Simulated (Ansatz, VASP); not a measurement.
## MgCd3O in VASP and in Ansatz

```
Mg Cd O
1.0
     4.41261    0.00000    0.00000
     0.00000    4.41261    0.00000
     0.00000    0.00000    4.41261
Mg Cd O
1 3 1
Direct
  0.50000 0.50000 0.50000
  0.50000 0.00000 0.00000
  0.00000 0.50000 0.00000
  0.00000 0.00000 0.50000
  0.00000 0.00000 0.00000
```

Change from the starting cell: species swapped into the KMnF3 type (Pm-3m, No. 221).

Alike in both runs: task single point; functional PBE; k mesh 4 × 4 × 4; occupations gaussian, width 0.1 eV; collinear spin.

```csv
,VASP,Ansatz
version,VASP 6.6.1,Ansatz 0.2.0
potentials or method,"VASP PAW PBE potentials, release 64 (Mg, Cd, O), cutoff 600 eV","scalar-relativistic, plane waves, PAW"
valence electrons in the cell,44,76
```

```csv
,VASP,Ansatz,Ansatz less VASP
gap on the k mesh at the Fermi level (eV),none,none,-
pressure (GPa),17.3,16.5,-0.81
net moment per atom (μB),0.00,0.00,0.000
```

A gap of «none» marks a metal or a gap that the smearing closes. VASP's potentials hold 44 valence electrons a cell and Ansatz's 76, so a difference there can come from the potentials and not from the codes. Ansatz's warnings: seeded moment not kept.
